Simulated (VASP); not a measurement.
# Cu16B in VASP: single point with PBE+D3(BJ)

Aim: the single point of Cu16B with PBE+D3(BJ).

Everything below comes from runs of VASP 6.6.1. Logs are shortened: lines on timing, memory, paths and dates and some standing lists are left out, and cuts for length are marked.

### Step 1. The cell of the first run

The cell holds a slab with vacuum, 17 atoms: a = 7.220 Å, b = 5.105 Å, c = 14.829 Å, α = 90.00°, β = 90.00°, γ = 90.00°.

### Step 2. Single point, PBE+D3(BJ)

INCAR

```
PREC = Accurate
ENCUT = 520
EDIFF = 1E-6
ISMEAR = -1
SIGMA = 0.05
LREAL = Auto
LASPH = True
NELM = 80
ALGO = Normal
ISIF = 2
LWAVE = False
LCHARG = False
GGA = PE
IVDW = 12
NBANDS = 104
```

KPOINTS

```
Automatic mesh
0
Gamma
  2 3 1
```

POSCAR

```
Cu16B
1.0
    7.2200000000      0.0000000000      0.0000000000
    0.0000000000      5.1053110000      0.0000000000
    0.0000000000      0.0000000000     14.8289830000
Cu B
16 1
Direct
    0.2500000000      0.2499945645      0.0674355079
    0.7500000000      0.2499945645      0.0674355079
    0.2500000000      0.7500032809      0.0674355079
    0.7500000000      0.7500032809      0.0674355079
   -0.0064265928     -0.0518087928      0.1389036591
    0.4980193906      0.0007834978      0.1341359687
   -0.0100138504      0.4255372493      0.1437252980
    0.5017590028      0.5189693635      0.1624588820
    0.2582132964      0.2193598000      0.2290784203
    0.7259556787      0.2019073862      0.2188484537
    0.2340443213      0.7676515691      0.2301573884
    0.7437396122      0.6663061271      0.2621083320
   -0.0132548476      0.0309677510      0.3101291572
    0.4909418283     -0.0281667464      0.3009309539
    0.0334764543      0.5067859725      0.3403807260
    0.4765789474      0.4654760503      0.3454923375
    0.7838781163      0.3349844897      0.3403807260
```

Potentials or basis: VASP PAW PBE potentials, release 64 (Cu, B).

Command:

```bash
$ cat potpaw_PBE.64/Cu/POTCAR potpaw_PBE.64/B/POTCAR > POTCAR
$ mpirun -np 1 vasp_std > vasp.out
```

OUTCAR:

```text
PREC = Accurate
   ENCUT = 520
   EDIFF = 1E-6
   ISMEAR = -1
   LREAL = Auto
   LASPH = True
   NELM = 80
   ISIF = 2
   GGA = PE
   IVDW = 12
 IVDW          = 12

 ion  position               nearest neighbor table
   1  0.250  0.250  0.067-   7 2.37   9 2.40   6 2.41   3 2.55   3 2.55   5 2.63   8 2.68
   2  0.750  0.250  0.067-   7 2.26  10 2.27   6 2.43   4 2.55   4 2.55   5 2.57   8 2.66
   3  0.250  0.750  0.067-   5 2.36   6 2.41  11 2.42   1 2.55   1 2.55   8 2.58   7 2.75
   4  0.750  0.750  0.067-   5 2.29   6 2.43   2 2.55   2 2.55   8 2.57   7 2.65
   5  0.994  0.948  0.139-   4 2.29   3 2.36  11 2.39   7 2.44   2 2.57  13 2.57  10 2.61   1 2.63
                             7 2.67   9 2.71
   6  0.498  0.001  0.134-  10 2.31   1 2.41   3 2.41   2 2.43   4 2.43  14 2.48   9 2.50   8 2.50
                            11 2.66   8 2.68
   7  0.990  0.426  0.144-   2 2.26   1 2.37   5 2.44  10 2.49   9 2.54   4 2.65   5 2.67   3 2.75
                            12 2.78  11 2.79
   8  0.502  0.519  0.162-  12 2.41  10 2.44   6 2.50  11 2.52   9 2.53   4 2.57   3 2.58   2 2.66
                             1 2.68   6 2.68  16 2.73
   9  0.258  0.219  0.229-  11 2.31  14 2.36   1 2.40  13 2.49   6 2.50   8 2.53   7 2.54  16 2.65
                             5 2.71  15 2.74
  10  0.726  0.202  0.219-  17 1.97   2 2.27   6 2.31  14 2.40   8 2.44  12 2.46  13 2.48   7 2.49
                             5 2.61
  11  0.234  0.768  0.230-   9 2.31  14 2.37   5 2.39   3 2.42   8 2.52  13 2.53  15 2.56   6 2.66
                             7 2.79
  12  0.744  0.666  0.262-  17 2.07   8 2.41  10 2.46  14 2.47  16 2.51  15 2.53  13 2.66   7 2.78

  13  0.987  0.031  0.310-  17 2.18  10 2.48   9 2.49  15 2.49  11 2.53   5 2.57  12 2.66  15 2.73

  14  0.491  0.972  0.301-   9 2.36  11 2.37  10 2.40  12 2.47   6 2.48  16 2.61  16 2.67
  15  0.033  0.507  0.340-  17 2.00  13 2.49  12 2.53  11 2.56  13 2.73   9 2.74
  16  0.477  0.465  0.345-  17 2.32  12 2.51  14 2.61   9 2.65  14 2.67   8 2.73
  17  0.784  0.335  0.340-  10 1.97  15 2.00  12 2.07  13 2.18  16 2.32

  LATTYP: Found a simple orthorhombic cell.
 ALAT       =     5.1053110000
 B/A-ratio  =     1.4142135513
 C/A-ratio  =     2.9046189351

  Lattice vectors:

 A1 = (   0.0000000000,  -5.1053110000,   0.0000000000)
 A2 = (   7.2200000000,   0.0000000000,   0.0000000000)
 A3 = (   0.0000000000,   0.0000000000,  14.8289830000)

Analysis of symmetry for initial positions (statically):
=====================================================================
 Subroutine PRICEL returns:
 Original cell was already a primitive cell.

 Routine SETGRP: Setting up the symmetry group for a
 simple orthorhombic supercell.

 Subroutine GETGRP returns: Found  1 space group operations
 (whereof  1 operations were pure point group operations)
 out of a pool of  8 trial point group operations.

The static configuration has the point symmetry C_1 .

Analysis of symmetry for dynamics (positions and initial velocities):
=====================================================================
 Subroutine PRICEL returns:
 Original cell was already a primitive cell.

 Routine SETGRP: Setting up the symmetry group for a
 simple orthorhombic supercell.

 Subroutine GETGRP returns: Found  1 space group operations
 (whereof  1 operations were pure point group operations)
 out of a pool of  8 trial point group operations.

The dynamic configuration has the point symmetry C_1 .

 Subroutine INISYM returns: Found  1 space group operations
 (whereof  1 operations are pure point group operations),
 and found     1 'primitive' translations

----------------------------------------------------------------------------------------

                                     Primitive cell

  volume of cell :     546.6014

  direct lattice vectors                    reciprocal lattice vectors
     7.220000000  0.000000000  0.000000000     0.138504155  0.000000000  0.000000000
     0.000000000  5.105311000  0.000000000     0.000000000  0.195874453  0.000000000
     0.000000000  0.000000000 14.828983000     0.000000000  0.000000000  0.067435508

  length of vectors
     7.220000000  5.105311000 14.828983000     0.138504155  0.195874453  0.067435508

  position of ions in fractional coordinates (direct lattice)
     0.250000000  0.249994564  0.067435508
     0.750000000  0.249994564  0.067435508
     0.250000000  0.750003281  0.067435508
     0.750000000  0.750003281  0.067435508
     0.993573407  0.948191207  0.138903659
     0.498019391  0.000783498  0.134135969
[... 9 lines left out ...]
     0.476578947  0.465476050  0.345492337
     0.783878116  0.334984490  0.340380726

  ion indices of the primitive-cell ions
   primitive index   ion index
                 1           1
                 2           2
                 3           3
                 4           4
                 5           5
                 6           6
[... 9 lines left out ...]
                16          16
                17          17

----------------------------------------------------------------------------------------

 KPOINTS: Automatic mesh

Automatic generation of k-mesh.
 Grid dimensions read from file:
 generate k-points for:    2    3    1

 Generating k-lattice:

  Cartesian coordinates                     Fractional coordinates (reciprocal lattice)
     0.069252078  0.000000000  0.000000000     0.500000000  0.000000000  0.000000000
     0.000000000  0.065291484  0.000000000     0.000000000  0.333333333  0.000000000
     0.000000000  0.000000000  0.067435508     0.000000000  0.000000000  1.000000000

  Length of vectors
     0.069252078  0.065291484  0.067435508

  Shift w.r.t. Gamma in fractional coordinates (k-lattice)
     0.000000000  0.000000000  0.000000000

 Subroutine IBZKPT returns following result:
 ===========================================

 Found      4 irreducible k-points:

 Following reciprocal coordinates:
            Coordinates               Weight
  0.000000  0.000000  0.000000      1.000000
  0.500000  0.000000  0.000000      1.000000
  0.000000  0.333333  0.000000      2.000000
  0.500000  0.333333  0.000000      2.000000
   k-points           NKPTS =      4   k-points in BZ     NKDIM =      4   number of bands    NBANDS=    104
   number of dos      NEDOS =    301   number of ions     NIONS =     17
   total plane-waves  NPLWV = 241920
   dimension x,y,z NGX =    54 NGY =   40 NGZ =  112
   dimension x,y,z NGXF=   108 NGYF=   80 NGZF=  224
   ions per type =              16   1
   NGX,Y,Z   is equivalent  to a cutoff of  12.43, 13.03, 12.56 a.u.
   NGXF,Y,Z  is equivalent  to a cutoff of  24.87, 26.05, 25.11 a.u.
 SYSTEM =  unknown system
   PREC   = accura    normal or accurate (medium, high low for compatibility)
   ISTART =      0    job   : 0-new  1-cont  2-samecut
   ICHARG =      2    charge: 1-file 2-atom 10-const
   ISPIN  =      1    spin polarized calculation?
   LNONCOLLINEAR =      F non collinear calculations
   LSORBIT =      F    spin-orbit coupling
   LASPH  =      T    aspherical Exc in radial PAW
   ENCUT  =  520.0 eV  38.22 Ry    6.18 a.u.  13.42  9.49 27.57*2*pi/ulx,y,z
   NELM   =     80;   NELMIN=  2; NELMDL= -5     # of ELM steps
   EDIFF  = 0.1E-05   stopping-criterion for ELM
   LREAL  =      T    real-space projection
   EDIFFG = 0.1E-04   stopping-criterion for IOM
   NSW    =      0    number of steps for IOM
   IBRION =     -1    ionic relax: 0-MD 1-quasi-New 2-CG
   NFREE  =      0    steps in history (QN), initial steepest desc. (CG)
   ISIF   =      2    stress and relaxation
   ISYM   =      2    0-nonsym 1-usesym 2-fastsym
   POTIM  = 0.5000    time-step for ionic-motion
   TEBEG  =    0.0;   TEEND  =   0.0 temperature during run
   PSTRESS=    0.0 pullay stress
   NELECT =     179.0000    total number of electrons
   NUPDOWN=      -1.0000    fix difference up-down
   EMIN   =  10.00;   EMAX   =-10.00  energy-range for DOS
   EFERMI =   0.00;   METHOD = LEGACY
   ISMEAR =    -1;   SIGMA  =   0.05  broadening in eV -4-tet -1-fermi 0-gaus
   EFERMI_NEDOS =   21; number of points for ismear=-14 and -15
   IALGO  =     38    algorithm
   IMIX   =      4    mixing-type and parameters
     AMIX     =   0.40;   BMIX     =  1.00
     AMIX_MAG =   1.60;   BMIX_MAG =  1.00
  volume/ion in A,a.u.               =      32.15       216.98
  Fermi-wavevector in a.u.,A,eV,Ry     =   1.128415  2.132395 17.324581  1.273321
  Thomas-Fermi vector in A             =   2.265105
   LORBIT       =      0    0 simple, 1 ext, 2 COOP (PROOUT), +10 PAW based schemes
   GGA     = PE    functional components
   LHFCALC =     F    Hartree Fock is set to
   AEXX    =    0.0000 exact exchange contribution
   IVDW    =    12    specifies the selected vdW correction
   LEPSILON=     F    determine dielectric tensor
   LRPA    =     F    only Hartree local field effects (RPA)
 non-spin polarized calculation
  energy-cutoff  :      520.00
  volume of cell :      546.60
 maximum number of plane-waves:     14755
 NGX is ok and might be reduce to    54
   NGX = 27   NGY = 19   NGZ = 55

 number of electron     179.0000018 magnetization

 Free energy of the ion-electron system (eV)
  ---------------------------------------------------
  ext. energy  EPLUGINS =         0.00000000
  ---------------------------------------------------
  free energy    TOTEN  =       -56.61974136 eV

  energy without entropy =      -56.56867746  energy(sigma->0) =      -56.59420941

 E-fermi :  -0.2573     XC(G=0):  -5.8655

 val. band max:       -0.3041343178   @ k =   0.5000   0.0000   0.0000
 cond. band min:      -0.0404879976   @ k =   0.5000   0.0000   0.0000
 fundamental gap:      0.2636463202
 Fermi energy:        -0.2572613941

 k-point     1 :       0.0000    0.0000    0.0000
  band No.  band energies     occupation
      1      -9.1005      2.00000
      2      -7.5444      2.00000
      3      -5.9861      2.00000
      4      -5.9356      2.00000
      5      -5.3333      2.00000
      6      -5.0913      2.00000
[... 93 lines left out ...]
    100       3.3099      0.00000
    101       3.5050      0.00000

 k-point     2 :       0.5000    0.0000    0.0000
  band No.  band energies     occupation
      1      -8.8529      2.00000
      2      -7.8231      2.00000
      3      -6.7846      2.00000
      4      -5.6343      2.00000
      5      -5.0728      2.00000
      6      -4.8957      2.00000
[... 301 lines left out ...]
    100       2.9383      0.00000
    101       3.7456      0.00000
 [bands above 101 left out]

------------------------ aborting loop because EDIFF is reached ----------------------------------------

 Edisp (eV)   -5.67199

 E8    (eV) :    -2.5436

  FORCE on cell =-STRESS in cart. coord.  units (eV):
  Direction    XX          YY          ZZ          XY          YZ          ZX
  --------------------------------------------------------------------------------------
  -------------------------------------------------------------------------------------
  Total      -6.44186    -8.46666     3.01999     1.60106     1.21590     3.40951
  in kB     -18.88214   -24.81714     8.85207     4.69295     3.56400     9.99384
  external pressure =      -11.62 kB  Pullay stress =        0.00 kB

 VOLUME and BASIS-vectors are now :
 -----------------------------------------------------------------------------
  energy-cutoff  :      520.00
  volume of cell :      546.60
      direct lattice vectors                 reciprocal lattice vectors
     7.220000000  0.000000000  0.000000000     0.138504155  0.000000000  0.000000000
     0.000000000  5.105311000  0.000000000     0.000000000  0.195874453  0.000000000
     0.000000000  0.000000000 14.828983000     0.000000000  0.000000000  0.067435508

 POSITION                                       TOTAL-FORCE (eV/Angst)
 -----------------------------------------------------------------------------------
      1.80500      1.27630      1.00000         0.104030      0.148387     -0.285087
      5.41500      1.27630      1.00000        -0.636248     -0.121660     -1.490711
      1.80500      3.82900      1.00000         0.031298     -0.672389     -0.240111
      5.41500      3.82900      1.00000        -0.451201     -0.669022      0.088375
      7.17360      4.84081      2.05980        -0.077426      0.399016      0.273399
      3.59570      0.00400      1.98910        -0.369996     -0.374011     -0.379568
[... 9 lines left out ...]
      3.44090      2.37640      5.12330         0.303973     -0.121773     -0.877963
      5.65960      1.71020      5.04750        -0.291319     -0.065556     -0.162609
 -----------------------------------------------------------------------------------
    total drift:                               -0.000066      0.003160     -0.008792

  FREE ENERGIE OF THE ION-ELECTRON SYSTEM (eV)
  ---------------------------------------------------
  free  energy   TOTEN  =       -62.2917292550 eV

  energy  without entropy=      -62.2406653531  energy(sigma->0) =      -62.26619730
```

Run time: 23 min. Hardware: 1 thread of Intel Xeon 8259CL, shared host; peak memory 0.59 GiB.

What came out:

- Free energy: -62.2917 eV
- Largest force: 1.834 eV/Å
- Band gap on the k mesh: zero (an odd number of electrons rules out a gap without spin polarisation)
- Dispersion energy per atom: -0.334 eV

Forces in eV/Å, atoms in the order of the input:
```
Cu   0.104  0.148 -0.285
Cu  -0.636 -0.122 -1.491
Cu   0.031 -0.672 -0.240
Cu  -0.451 -0.669  0.088
Cu  -0.077  0.399  0.273
Cu  -0.370 -0.374 -0.380
Cu   0.586  1.626  0.616
Cu  -0.360 -0.119 -0.748
Cu  -0.446  1.406  0.609
Cu   0.582 -0.441  1.015
Cu  -0.104 -1.582  0.767
Cu   0.724  0.756  0.140
Cu  -0.459 -0.183  0.219
Cu   0.502 -0.200  0.988
Cu   0.363  0.215 -0.533
Cu   0.304 -0.122 -0.878
B   -0.291 -0.066 -0.163
```

Caveat: the k points lie up to 0.44 Å⁻¹ apart, too coarse for converged energies and pressures of a metal; there is no dipole correction, which matters where the two faces differ.

The gap in the log of VASP goes by the Fermi energy; the results here count the filled bands.